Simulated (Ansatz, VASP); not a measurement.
## One calculation of MgW2Br4O4, two programs

Contents of INCAR:

```
PREC = Accurate ; ENCUT = 520
EDIFF = 1E-6 ; ISMEAR = 0
SIGMA = 0.1 ; LREAL = False
LASPH = True ; NELM = 60
ALGO = Normal ; ISIF = 2
LWAVE = False ; LCHARG = False
GGA = PE ; NBANDS = 52
```

The input KPOINTS:

```
Automatic mesh
0
Gamma
  6 2 4
```

File POSCAR:

```
MgW2Br4O4
1.0
    3.8578232664      0.0000000000      0.0000000000
    0.0000000000      8.4808919300      0.0000000000
   -0.0119060088      0.0000000000      7.7552361765
Mg W Br O
1 2 4 4
Direct
    0.4993108400      0.5000000000      0.2044046200
    0.0013945000      0.0000000000      0.9677061800
    0.9985279300      0.0000000000      0.4646644000
    0.0034773300      0.3147920700      0.9840945700
    0.0034773300      0.6852079300      0.9840945700
    0.9970343300      0.3139349500      0.4475965200
    0.9970343300      0.6860650500      0.4475965200
    0.5010969100      0.0000000000      0.9656719900
    0.9997847200      0.0000000000      0.7084382400
    0.4987986700      0.0000000000      0.4658200300
    0.0000630900      0.0000000000      0.2224853600
```

Input for Ansatz:

```yaml
crystal:
  lattice:
    - [3.8578232664, 0.0, 0.0]
    - [0.0, 8.48089193, 0.0]
    - [-0.0119060088, 0.0, 7.7552361765]
  atoms:
    - { symbol: Mg, position: [0.49931084, 0.5, 0.20440462] }
    - { symbol: W, position: [0.0013945, 0.0, 0.96770618] }
    - { symbol: W, position: [0.99852793, 0.0, 0.4646644] }
    - { symbol: Br, position: [0.00347733, 0.31479207, 0.98409457] }
    - { symbol: Br, position: [0.00347733, 0.68520793, 0.98409457] }
    - { symbol: Br, position: [0.99703433, 0.31393495, 0.44759652] }
    - { symbol: Br, position: [0.99703433, 0.68606505, 0.44759652] }
    - { symbol: O, position: [0.50109691, 0.0, 0.96567199] }
    - { symbol: O, position: [0.99978472, 0.0, 0.70843824] }
    - { symbol: O, position: [0.49879867, 0.0, 0.46582003] }
    - { symbol: O, position: [6.309e-05, 0.0, 0.22248536] }
basis:
  ecutwfc: 420
kpoints:
  mp_grid: { grid: [6, 2, 4] }
hamiltonian:
  xc: pbe
scf:
  occupations: { method: gaussian, width: 0.1 }
  lower_state_search: "off"
output:
  forces: true
  stress: true
  eigenvalues: true
```

Alike in both runs: task single point; functional PBE; k mesh 6 × 2 × 4; occupations gaussian, width 0.1 eV; no spin polarisation.

|  | VASP | Ansatz |
| --- | --- | --- |
| version | VASP 6.6.1 | Ansatz 0.2.0 |
| potentials or method | VASP PAW PBE potentials, release 64 (Mg, W_sv, Br, O), cutoff 520 eV | scalar-relativistic, plane waves, PAW |
| valence electrons in the cell | 82 | 90 |

|  | VASP | Ansatz | Ansatz less VASP |
| --- | --- | --- | --- |
| gap on the k mesh at the Fermi level (eV) | none | none | - |
| pressure (GPa) | -3.7 | -4.1 | -0.41 |
| traceless stress, the component that is largest in VASP (GPa) | 1.70 | 2.16 | +0.456 |
| rms of the force components (eV/Å) | 0.426 | 0.407 | -0.0192 |

Atom by atom the forces differ by 0.022 eV/Å (rms over components). A gap of «none» marks a metal or a gap that the smearing closes. VASP's potentials hold 82 valence electrons a cell and Ansatz's 90, so a difference there can come from the potentials and not from the codes.

The k mesh is coarse, so the values compare programs but aren't converged. Spin-orbit coupling is off throughout.
